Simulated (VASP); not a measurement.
SrCl2, 3 atoms in the cell. It takes space group I4/mmm (No. 139, tetragonal). Conventional cell: a = 5.126 Å, b = 5.126 Å, c = 6.413 Å, α = 90.00°, β = 90.00°, γ = 90.00°. Within 4.0 Å of Sr (site symmetry 4/mmm) lie 8 Cl at 3.02 Å. Cl (site symmetry -4m2) has 4 Sr at 3.02 Å and 6 Cl at 3.21 to 3.62 Å within 4.0 Å.  This cell differs from its parent crystal: strain +0.040 along x and y, -0.080 along z.

* Program: VASP 6.6.1
* Task: single point
* Functional: LDA
* Potentials or basis: VASP PAW LDA potentials, release 64 (Sr_sv, Cl)
* Cutoff: 520 eV
* k mesh: 6 × 6 × 6
* Occupations: gaussian, width 0.05 eV
* Spin: no spin polarisation
* Dipole correction: no
* Further INCAR settings: ALGO = Normal; EDIFF = 1e-06; NBANDS = 19

Potentials or basis: VASP PAW LDA potentials, release 64 (Sr_sv, Cl).

Launch:

```console
$ cat potpaw_LDA.64/Sr_sv/POTCAR potpaw_LDA.64/Cl/POTCAR > POTCAR
$ mpirun -np 1 vasp_std > vasp.out
```

Hardware: 1 thread of Intel Xeon 8259CL, on a shared host.

Estimate the wall time of this run.

Wall time 66 s on 1 thread of Intel Xeon 8259CL, on a shared host, peak memory 0.2 GiB. Counts: scf iterations 13, k points 30.
